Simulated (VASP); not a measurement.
Wanted: the native input for a VASP 6.6.1 run.

```yaml
Task: single point
Functional: PBEsol
Potentials_or_basis: VASP PAW PBE potentials, release 64 (B, N)
Cutoff: 520 eV
k_mesh: 12 × 12 × 4
Occupations: gaussian, width 0.05 eV
Spin: no spin polarisation
Dipole_correction: no
Further_INCAR_settings: ALGO = Normal; EDIFF = 1e-06; NBANDS = 16
```

The structure of BN lies in POSCAR:

```
BN
1.0
    2.2946354925      0.0000000000      0.0000000000
   -1.1473177463      1.9872126289      0.0000000000
    0.0000000000      0.0000000000      8.3607145677
B N
2 2
Direct
    0.3333333333      0.6666666667      0.2500000000
    0.6666666667      0.3333333333      0.7500000000
    0.3333333333      0.6666666667      0.7500000000
    0.6666666667      0.3333333333      0.2500000000
```

This cell differs from its parent crystal: ratio of the length along z to the lengths across it x 1.3, volume and fractional coordinates fixed.

One way to write it, as run:

INCAR

```
SYSTEM = BN
  PREC = Accurate
  ENCUT = 520
  EDIFF = 1E-6
  ISMEAR = 0
  SIGMA = 0.05
  LREAL = .FALSE.
  LASPH = .TRUE.
  NELM = 60
  ALGO = Normal
  ISIF = 2
  LWAVE = .FALSE.
  LCHARG = .FALSE.
  GGA = PS
  NBANDS = 16
```

KPOINTS

```
Automatic mesh
0
G
  12 12 4
  0 0 0
```

Potentials or basis: VASP PAW PBE potentials, release 64 (B, N).

The run is started by

```console
$ cat potpaw_PBE.64/B/POTCAR potpaw_PBE.64/N/POTCAR > POTCAR
$ mpirun -np 1 vasp_std > vasp.out
```

Results of the run:

```
Pressure               : 73.0 GPa
Band gap on the k mesh : 3.98 eV, indirect (least direct gap 4.89 eV)
```

Caveat: the PAW data sets were made with another functional, which shifts forces and pressure a little; this functional lacks dispersion, which binds the layers, so the pressure and a relaxed spacing across them are unreliable.

Wall time 23 s on 1 thread of Intel(R) Xeon(R) Platinum 8488C (Sapphire Rapids), on a shared host, peak memory 0.15 GiB.
